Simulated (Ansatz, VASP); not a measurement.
# CoO in VASP and in Ansatz

```
Co O
1.0
     3.19765    0.00000    0.00000
    -1.59882    2.76924    0.00000
     0.00000    0.00000    5.22871
Co O
2 2
Cartesian
  0.0000 1.8462 2.6319
  0.0000 0.0000 0.0182
  0.0000 1.8462 4.5571
  0.0000 0.0000 1.9430
```

Alike in both runs: functional r2SCAN; k mesh 10 × 10 × 5; occupations fermi-dirac, width 0.05 eV; collinear spin.

|  | VASP | Ansatz |
| --- | --- | --- |
| version | VASP 6.6.1 | Ansatz 0.2.0 |
| potentials or method | VASP PAW PBE potentials, release 64 (Co, O) | Ansatz PAW |
| plane-wave cutoff (eV) | 520 | 500 |
| valence electrons in the cell | 30 | 46 |
| task | single point | band structure |

```tsv
	VASP	Ansatz	Ansatz less VASP
gap on the k mesh at the Fermi level (eV)	0.52	0.72	+0.202
least direct gap on the mesh (eV)	0.52	0.86	+0.337
pressure (GPa)	2.0	0.5	-1.53
traceless stress, the component that is largest in VASP (GPa)	1.71	0.00	-1.718
net moment per atom (μB)	1.50	0.00	-1.500
size of the moment on the site where the two differ most (μB)	2.63	2.33	-0.302
```

The net moments are unlike, so the other rows may belong to different states. VASP's potentials were made for PBE, not for r2SCAN. Site moments also hang on the region over which each program counts them. VASP's potentials hold 30 valence electrons a cell and Ansatz's 46, so a difference there can come from the potentials and not from the codes.

Noted on Ansatz's run: the magnetic or orbital state may not be the lowest.
